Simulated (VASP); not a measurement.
Set up this calculation in VASP 6.6.1, as the native input.

```yaml
Task: single point
Functional: LDA
Potentials_or_basis: VASP PAW LDA potentials, release 64 (Sn_d, O)
Cutoff: 520 eV
k_mesh: 10 × 10 × 8
Occupations: gaussian, width 0.15 eV
Spin: no spin polarisation
Dipole_correction: no
Further_INCAR_settings: ALGO = Normal; EDIFF = 1e-06; NBANDS = 28
```

The structure of SnO lies in POSCAR:

```
SnO
1.0
    3.8787000000      0.0000000000      0.0000000000
    0.0000000000      3.8787000000      0.0000000000
    0.0000000000      0.0000000000      4.7726000000
Sn O
2 2
Direct
    0.0000000000      0.5000000000      0.2455950842
    0.5000000000      0.0000000000      0.7544049158
    0.0000000000      0.0000000000      0.0000000000
    0.5000000000      0.5000000000      0.0000000000
```

One way to write it, as run:

INCAR

```
SYSTEM = SnO
ALGO = Normal ; EDIFF = 1E-6
ENCUT = 520 ; ISIF = 2
ISMEAR = 0 ; LASPH = .True.
LCHARG = .False. ; LREAL = .False.
LWAVE = .False. ; NBANDS = 28
NELM = 100 ; PREC = Accurate
SIGMA = 0.15
```

KPOINTS

```
k-points
0
Gamma
  10 10 8
  0 0 0
```

Potentials or basis: VASP PAW LDA potentials, release 64 (Sn_d, O).

Launch:

```bash
$ cat potpaw_LDA.64/Sn_d/POTCAR potpaw_LDA.64/O/POTCAR > POTCAR
$ mpirun -np 1 vasp_std > vasp.out
```

It gave:

The pressure is -7.2 GPa and the largest force is 0.908 eV/Å.

Caveat: the cell stands under tension.

Wall time 2.9 min on 1 thread of Intel(R) Xeon(R) Platinum 8259CL CPU @ 2.50GHz (Skylake/Cascade Lake), on a shared host, peak memory 0.27 GiB.
